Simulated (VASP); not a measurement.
# BN (F-43m) in VASP: a series of runs

BN is run at these levels: LDA; tasks: elastic constants.

Everything below comes from runs of VASP 6.6.1. Logs are shortened: lines on timing, memory, paths and dates and some standing lists are left out, and cuts for length are marked.

### 1 The cell of the first run

Symmetry: F-43m, No. 216, cubic system. The conventional cell has a = 3.521 Å, b = 3.521 Å, c = 3.521 Å, α = 90.00°, β = 90.00°, γ = 90.00°. Within 2.0 Å of B (site symmetry -43m) lie 4 N at 1.52 Å. N (site symmetry -43m) has 4 B at 1.52 Å within 2.0 Å.

### 2 Elastic constants, LDA

Input file INCAR:

```
SYSTEM = BN
ALGO = Normal
EDIFF = 1E-8
ENCUT = 600
GGA = CA
IBRION = 6
ISIF = 3
ISMEAR = 0
LASPH = .True.
LCHARG = .False.
LREAL = .False.
LWAVE = .False.
NBANDS = 11
NELM = 60
NFREE = 2
NSW = 1
POTIM = 0.015
PREC = Accurate
SIGMA = 0.01
```

Input file KPOINTS:

```
k-points
0
Gamma
  12 12 12
  0 0 0
```

Input file POSCAR:

```
BN
1.0
    0.0000000000      1.7607078128      1.7607078128
    1.7607078128      0.0000000000      1.7607078128
    1.7607078128      1.7607078128      0.0000000000
B N
1 1
Direct
    0.0000000000      0.0000000000      0.0000000000
    0.7500000000      0.7500000000      0.7500000000
```

Potentials or basis: VASP PAW LDA potentials, release 64 (B, N).

The run is started by

```
$ cat potpaw_LDA.64/B/POTCAR potpaw_LDA.64/N/POTCAR > POTCAR
$ mpirun -np 1 vasp_std > vasp.out
```

OUTCAR:

```text
SYSTEM = BN
   EDIFF = 1E-8
   ENCUT = 600
   GGA = CA
   IBRION = 6
   ISIF = 3
   ISMEAR = 0
   LASPH = .True.
   LREAL = .False.
   NELM = 60
   NFREE = 2
   NSW = 1
   POTIM = 0.015
   PREC = Accurate

 ion  position               nearest neighbor table
   1  0.000  0.000  0.000-   2 1.52   2 1.52   2 1.52   2 1.52
   2  0.750  0.750  0.750-   1 1.52   1 1.52   1 1.52   1 1.52

  LATTYP: Found a face centered cubic cell.
 ALAT       =     3.5214156256

  Lattice vectors:

 A1 = (   0.0000000000,   1.7607078128,   1.7607078128)
 A2 = (   1.7607078128,   0.0000000000,   1.7607078128)
 A3 = (   1.7607078128,   1.7607078128,   0.0000000000)

Analysis of symmetry for initial positions (statically):
=====================================================================
 Subroutine PRICEL returns:
 Original cell was already a primitive cell.

 Routine SETGRP: Setting up the symmetry group for a
 face centered cubic supercell.

 Subroutine GETGRP returns: Found 24 space group operations
 (whereof 24 operations were pure point group operations)
 out of a pool of 48 trial point group operations.

The static configuration has the point symmetry T_d .

Analysis of symmetry for dynamics (positions and initial velocities):
=====================================================================
 Subroutine PRICEL returns:
 Original cell was already a primitive cell.

 Routine SETGRP: Setting up the symmetry group for a
 face centered cubic supercell.

 Subroutine GETGRP returns: Found 24 space group operations
 (whereof 24 operations were pure point group operations)
 out of a pool of 48 trial point group operations.

The dynamic configuration has the point symmetry T_d .

 Subroutine INISYM returns: Found 24 space group operations
 (whereof 24 operations are pure point group operations),
 and found     1 'primitive' translations

[... 349 lines left out ...]
      6      17.4565      0.00000
      7      17.5820      0.00000
      8      20.1523      0.00000
      9      34.4067      0.00000
     10      37.1796      0.00000
     11      37.1797      0.00000
[... 309 lines left out ...]
 k-point    24 :      -0.4167    0.1667    0.0000
  band No.  band energies     occupation
      1      -7.5235      2.00000
      2      -2.2863      2.00000
      3       3.9682      2.00000
      4       5.6367      2.00000
      5      17.9710      0.00000
      6      21.0101      0.00000
      7      21.6147      0.00000
      8      24.9232      0.00000
      9      30.2624      0.00000
     10      34.6939      0.00000
     11      36.3531      0.00000

 [... further k-points ...]
[... 5 lines left out ...]
  --------------------------------------------------------------------------------------
  -------------------------------------------------------------------------------------
  Total        1.5641882      1.5683091      1.5683091      0.0000000     -0.0840459      0.0000000
  in kB      229.5660770    230.1708812    230.1708812      0.0000000    -12.3348899      0.0000000
  external PRESSURE =     229.9692798 kB  Pullay stress =       0.0000000 kB
[... 17 lines left out ...]
  FREE ENERGIE OF THE ION-ELECTRON SYSTEM (eV)
  ---------------------------------------------------
  free  energy   TOTEN  =       -19.3715478295 eV

  energy  without entropy=      -19.3715478295  energy(sigma->0) =      -19.37154783

 INTERNAL STRAIN TENSORS FROM STRAINED CELLS
 ============================================

 INTERNAL STRAIN TENSOR FOR ION    1 for displacements in x,y,z  (eV/Angst):
          X           Y           Z          XY          YZ          ZX
  --------------------------------------------------------------------------------
  x    -0.00000     0.00000    -0.00000     0.00000    -5.60406     0.00000
  y     0.00000    -0.00000    -0.00000     0.00000     0.00000    -5.60404
  z     0.00000     0.00000     0.00000    -5.60178     0.00000     0.00000

 INTERNAL STRAIN TENSORS FROM DISPLACED ATOMS
 ============================================

 INTERNAL STRAIN TENSOR FOR ION    1 for displacements in x,y,z  (eV/Angst):
          X           Y           Z          XY          YZ          ZX
  --------------------------------------------------------------------------------
  x     0.00000     0.00000     0.00000     0.00000    -5.61015     0.00000
  y     0.00000     0.00000     0.00000     0.00000     0.00000    -5.61015
  z     0.00000     0.00000     0.00000    -5.61015     0.00000     0.00000

 INTERNAL STRAIN TENSOR FOR ION    2 for displacements in x,y,z  (eV/Angst):
          X           Y           Z          XY          YZ          ZX
  --------------------------------------------------------------------------------
  x    -0.00000     0.00000     0.00000     0.00000     5.59776     0.00000
  y     0.00000     0.00000     0.00000     0.00000     0.00000     5.59776
  z     0.00000     0.00000    -0.00000     5.59776     0.00000     0.00000

 Eigenvectors and eigenvalues of the dynamical matrix
 ----------------------------------------------------

   1 f  =   34.088062 THz   214.181611 2PiTHz 1137.055361 cm-1   140.976834 meV
             X         Y         Z           dx          dy          dz
      0.000000  0.000000  0.000000     0.000000   -0.751215    0.000000
      2.641062  2.641062  2.641062    -0.000000    0.660057    0.000000
[... 21 lines left out ...]
   6 f/i=    0.001418 THz     0.008911 2PiTHz    0.047309 cm-1     0.005866 meV
             X         Y         Z           dx          dy          dz
      0.000000  0.000000  0.000000    -0.263311    0.582589    0.164112
      2.641062  2.641062  2.641062    -0.299676    0.663049    0.186778

--------------------------------------------------------------------------------------------------------

 ELASTIC MODULI CONTR FROM IONIC RELAXATION (kBar)
 Direction    XX          YY          ZZ          XY          YZ          ZX
 --------------------------------------------------------------------------------
 XX          -0.0000      0.0000      0.0000     -0.0000      0.0000     -0.0000
 YY           0.0000     -0.0000      0.0000     -0.0000     -0.0000     -0.0000
 ZZ           0.0000      0.0000     -0.0000      0.0000     -0.0000     -0.0000
 XY          -0.0000     -0.0000      0.0000   -158.9082      0.0000      0.0000
 YZ           0.0000     -0.0000     -0.0000      0.0000   -158.9082      0.0000
 ZX          -0.0000     -0.0000     -0.0000      0.0000      0.0000   -158.9082
 --------------------------------------------------------------------------------

 TOTAL ELASTIC MODULI (kBar)
 Direction    XX          YY          ZZ          XY          YZ          ZX
 --------------------------------------------------------------------------------
 XX        8996.3040   2395.2599   2395.2599      0.0000      0.0000      0.0000
 YY        2395.2599   8996.3040   2395.2599      0.0000     -0.0000     -0.0000
 ZZ        2395.2599   2395.2599   8996.3040      0.0000      0.0000     -0.0000
 XY           0.0000      0.0000      0.0000   5315.4423      0.0000      0.0000
 YZ           0.0000     -0.0000      0.0000      0.0000   5315.4423      0.0000
 ZX           0.0000     -0.0000     -0.0000      0.0000      0.0000   5315.4423
 --------------------------------------------------------------------------------
```

OSZICAR:

```text
N       E                     dE             d eps       ncg     rms          rms(c)
DAV:   1     0.114603481355E+02    0.11460E+02   -0.54999E+03  1616   0.807E+02
DAV:   2    -0.201729670315E+02   -0.31633E+02   -0.30625E+02  1870   0.168E+02
DAV:   3    -0.206596347153E+02   -0.48667E+00   -0.48582E+00  1845   0.173E+01
[... 164 lines left out ...]
DAV:   2    -0.193724566992E+02    0.16114E-02   -0.11496E-02  7351   0.104E+00    0.199E-01
DAV:   3    -0.193715497391E+02    0.90696E-03   -0.24860E-03  6484   0.385E-01    0.345E-02
DAV:   4    -0.193715510451E+02   -0.13059E-05   -0.97245E-05  7186   0.883E-02    0.233E-02
DAV:   5    -0.193715478500E+02    0.31950E-05   -0.43582E-06  6655   0.169E-02    0.161E-03
DAV:   6    -0.193715478296E+02    0.20420E-07   -0.17220E-07  7087   0.352E-03    0.124E-03
DAV:   7    -0.193715478295E+02    0.94360E-10   -0.47281E-09  3467   0.600E-04
  17 F= -.19371548E+02 E0= -.19371548E+02  d E =-.401226-109
```

stdout:

```text
POSCAR found type information on POSCAR B N
 POSCAR found :  2 types and       2 ions
 scaLAPACK will be used
 LDA part: xc-table for (Slater(with rela. corr.)+CA(PZ))
 , standard interpolation
 POSCAR, INCAR and KPOINTS ok, starting setup
 FFT: planning ... GRIDC
 FFT: planning ... GRID_SOFT
 FFT: planning ... GRID
 WAVECAR not read
 entering main loop
 Found     2 degrees of freedom:
 Adding 6 more for cell shape distortion
 Finite differences POTIM= 0.01500 DOF=   8
 bond charge predicted
 Finite differences progress:
 bond charge predicted
 Finite differences progress:
 bond charge predicted
 Finite differences progress:
 bond charge predicted
 Finite differences progress:
 bond charge predicted
 Finite differences progress:
 bond charge predicted
 Finite differences progress:
 bond charge predicted
 Finite differences progress:
 bond charge predicted
 Finite differences progress:
 bond charge predicted
 Finite differences progress:
 bond charge predicted
 Finite differences progress:
 bond charge predicted
 Finite differences progress:
 bond charge predicted
 Finite differences progress:
 bond charge predicted
 Finite differences progress:
 bond charge predicted
 Finite differences progress:
 bond charge predicted
 Finite differences progress:
 bond charge predicted
 Finite differences progress:
```

Run time: 3.1 min. Hardware: 1 thread of AMD EPYC 9R45 (Zen 5), shared host; peak memory 0.19 GiB.

What came out:

```
Elastic constants C11, C12, C44                         : 900, 240, 532 GPa
Voigt bulk modulus                                      : 460 GPa
Highest phonon frequency at Γ, LO-TO splitting left out : 1137 cm⁻¹
```

Phonon frequencies in cm⁻¹ (negative: imaginary):
```tsv
q point	frequencies
(0.000, 0.000, 0.000)	0 0 0 1137 1137 1137
```

Elastic tensor in Voigt notation (GPa, in the Cartesian axes of the cell as first typed):
```
900 240 240   0   0   0
240 900 240   0   0   0
240 240 900   0   0   0
  0   0   0 532   0   0
  0   0   0   0 532   0
  0   0   0   0   0 532
```

Clamped-ion elastic tensor (GPa):
```
900 240 240   0   0   0
240 900 240   0   0   0
240 240 900   0   0   0
  0   0   0 547   0   0
  0   0   0   0 547   0
  0   0   0   0   0 547
```

Caveat: the cell is under stress, which shifts elastic constants.

[end of part 1 of 2]
